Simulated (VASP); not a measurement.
Input of a VASP 6.6.1 run:

Contents of INCAR:

```
SYSTEM = As
ALGO = Normal ; EDIFF = 1E-6
ENCUT = 520 ; GGA = PE
ISIF = 2 ; ISMEAR = -1
LASPH = .True. ; LCHARG = .False.
LREAL = .False. ; LWAVE = .False.
NBANDS = 12 ; NELM = 80
PREC = Accurate ; SIGMA = 0.1
```

KPOINTS

```
k-points
0
Gamma
  16 16 9
  0 0 0
```

Contents of POSCAR:

```
As
1.0
    2.2963609458      0.0000000000      0.0000000000
   -1.1481804729      1.9887069153      0.0000000000
    0.0000000000      0.0000000000      3.6528768496
As
2
Direct
    0.3333333333      0.6666666667      0.2500000000
    0.6666666667      0.3333333333      0.7500000000
```

Potentials or basis: VASP PAW PBE potentials, release 64 (As).

Launch:

```sh
$ cat potpaw_PBE.64/As/POTCAR > POTCAR
$ mpirun -np 1 vasp_std > vasp.out
```

Task: Estimate the pressure.

Result: 423.9 GPa.

Task: Predict the band gap on the k mesh.

Result: Zero (band 5 reaches 31.60 eV, above the bottom of band 6 at 11.89 eV).

Stress tensor (GPa, compression positive):
```
424.01   0.00   0.00
  0.00 424.01   0.00
  0.00   0.00 423.60
```
